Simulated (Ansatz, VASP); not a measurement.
**One calculation of Re, two programs**

Contents of INCAR:

```
SYSTEM = Re
PREC     = Accurate       ! precision mode
ENCUT    = 520            ! plane-wave cutoff, eV
EDIFF    = 1E-7           ! SCF threshold, eV
ISMEAR   = 0              ! smearing method
SIGMA    = 0.15           ! smearing width, eV
LREAL    = .False.        ! projectors in reciprocal space
LASPH    = .True.         ! aspherical terms in the spheres
NELM     = 60             ! most SCF steps
ALGO     = Normal         ! electronic algorithm
ISIF     = 2              ! what is computed and relaxed
LWAVE    = .False.        ! write WAVECAR
LCHARG   = .False.        ! write CHGCAR
GGA      = PE             ! functional
NBANDS   = 10             ! bands
```

Contents of KPOINTS:

```
regular mesh
0
Gamma
  10 10 10
  0 0 0
```

The input POSCAR:

```
Re
1.0
    0.0000000000      1.9150240074      1.9150240074
    1.9150240074      0.0000000000      1.9150240074
    1.9150240074      1.9150240074      0.0000000000
Re
1
Direct
    0.0000000000      0.0000000000      0.0000000000
```

Input for Ansatz:

```yaml
crystal:
  lattice:
    - [0.0, 1.9150240074, 1.9150240074]
    - [1.9150240074, 0.0, 1.9150240074]
    - [1.9150240074, 1.9150240074, 0.0]
  atoms:
    - { symbol: Re, position: [0.0, 0.0, 0.0] }
basis:
  ecutwfc: 420
kpoints:
  mp_grid: { grid: [10, 10, 10] }
hamiltonian:
  xc: pbe
scf:
  occupations: { method: gaussian, width: 0.15 }
output:
  forces: true
  stress: true
  eigenvalues: true
```

Alike in both runs: task single point; functional PBE; k mesh 10 × 10 × 10; occupations gaussian, width 0.15 eV; no spin polarisation.

|  | VASP | Ansatz |
| --- | --- | --- |
| version | VASP 6.6.1 | Ansatz 0.2.0 |
| potentials or method | VASP PAW PBE potentials, release 64 (Re), cutoff 520 eV | scalar-relativistic, plane waves, PAW |
| valence electrons in the cell | 7 | 15 |

Ansatz gave:

* gap on the k mesh at the Fermi level (eV): none
* pressure (GPa): 27.7

Q: Estimate VASP's values.

A: gap on the k mesh at the Fermi level (eV): none; pressure (GPa): 27.6.

A gap of «none» marks a metal or a gap that the smearing closes. VASP's potentials hold 7 valence electrons a cell and Ansatz's 15, so a difference there can come from the potentials and not from the codes.

Spin-orbit coupling is off throughout.
